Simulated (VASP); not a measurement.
Set up this calculation in VASP 6.6.1, as the native input.

```yaml
Task: single point
Functional: PBE
Dispersion: D3(BJ)
Potentials_or_basis: VASP PAW PBE potentials, release 64 (C, N, H)
Cutoff: 520 eV
k_mesh: 2 × 2 × 1
Occupations: gaussian, width 0.05 eV
Spin: no spin polarisation
Dipole_correction: no
Further_INCAR_settings: LREAL = Auto; ALGO = Normal; EDIFF = 1e-07; NBANDS = 57
```

The structure of H3C18N lies in POSCAR:

```
H3C18N
1.0
    7.3980000000      0.0000000000      0.0000000000
   -3.6990000000      6.4068560000      0.0000000000
    0.0000000000      0.0000000000     12.0000000000
C N H
18 1 3
Direct
    0.0015352445     -0.0052106681      0.0581501667
    0.2212806389      0.1046561683      0.0583746667
   -0.0007565137      0.3267018956      0.0582530833
    0.2236479196      0.4389408783      0.0583758333
    0.0001897208      0.6624427020      0.0578020833
    0.2227250779      0.7736688635      0.0582603333
    0.3325890167     -0.0065600038      0.0584322500
    0.5569961439      0.1055829880      0.0584115833
    0.3334962596      0.3290406402      0.0584358333
    0.5560415605      0.4403607635      0.0582200000
    0.3349561102      0.6614796712      0.0583601667
    0.5547211170      0.7713941128      0.0582939167
    0.6669053291     -0.0042685523      0.0583669167
    0.8893601250      0.1069465273      0.0583120000
    0.6682407265      0.3280954028      0.0581610833
    0.8880202365      0.4379912706      0.0579685833
    0.6659734277      0.6601723217      0.0579920833
    0.8903269750      0.7723579241      0.0577665833
    0.8373962567      0.6407979202      0.3363305833
    0.8299885380      0.5735850782      0.4118491667
    0.7123113316      0.5323358290      0.2916744167
    0.9663576516      0.6544768604      0.2972079167
```

One way to write it, as run:

INCAR

```
ALGO = Normal
EDIFF = 1E-7
ENCUT = 520
GGA = PE
ISIF = 2
ISMEAR = 0
IVDW = 12
LASPH = T
LCHARG = F
LREAL = Auto
LWAVE = F
NBANDS = 57
NELM = 100
PREC = Accurate
SIGMA = 0.05
```

KPOINTS

```
k-points
0
Gamma
  2 2 1
```

Potentials or basis: VASP PAW PBE potentials, release 64 (C, N, H).

The run is started by

```console
$ cat potpaw_PBE.64/C/POTCAR potpaw_PBE.64/N/POTCAR potpaw_PBE.64/H/POTCAR > POTCAR
$ mpirun -np 1 vasp_std > vasp.out
```

Results of the run:

- Largest force: 0.063 eV/Å
- Band gap on the k mesh: 0.21 eV, direct
- Dispersion energy per atom: -0.080 eV

Caveat: the k points lie up to 0.49 Å⁻¹ apart.

It took 3.5 min on 1 thread of Intel(R) Xeon(R) 6975P-C (Granite Rapids) (shared host), peak memory 0.6 GiB.
